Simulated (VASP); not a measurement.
Wanted: the native input for a VASP 6.6.1 run.

```
Task                   : single point
Functional             : LDA
Potentials or basis    : VASP PAW LDA potentials, release 64 (La, Te)
Cutoff                 : 520 eV
k mesh                 : 10 × 10 × 10
Occupations            : fermi-dirac, width 0.08 eV
Spin                   : no spin polarisation
Dipole correction      : no
Further INCAR settings : ALGO = Normal; EDIFF = 1e-06; NBANDS = 16
```

The structure of LaTe lies in POSCAR:

```
LaTe
1.0
   -0.0321100000      3.1949450000      3.1949450000
    3.1949450000     -0.0321100000      3.1949450000
    3.1949450000      3.1949450000     -0.0321100000
La Te
1 1
Direct
    0.0000000000      0.0000000000      0.0000000000
    0.5000000000      0.5000000000      0.5000000000
```

This cell differs from its parent crystal: equal xy, yz and zx shear strains of -1 %.

These files were run (other wordings do the same):

INCAR

```
SYSTEM = LaTe
PREC = Accurate ; ENCUT = 520
EDIFF = 1E-6 ; ISMEAR = -1
SIGMA = 0.08 ; LREAL = .False.
LASPH = .True. ; NELM = 100
ALGO = Normal ; ISIF = 2
LWAVE = .False. ; LCHARG = .False.
NBANDS = 16
```

KPOINTS

```
Automatic mesh
0
Gamma
  10 10 10
  0 0 0
```

Potentials or basis: VASP PAW LDA potentials, release 64 (La, Te).

Launch:

```sh
$ cat potpaw_LDA.64/La/POTCAR potpaw_LDA.64/Te/POTCAR > POTCAR
$ mpirun -np 1 vasp_std > vasp.out
```

It gave:

- Pressure: -2.1 GPa
- Band gap on the k mesh: zero (an odd number of electrons rules out a gap without spin polarisation)

Caveat: the cell differs from its parent crystal (equal xy, yz and zx shear strains of -1 %); spin-orbit coupling is left out, which moves the levels of the heavy elements.

Run time: 3 min on 1 thread of Oxide Virtual Turin-like Processor, with other jobs on the host, peak memory 0.26 GiB.
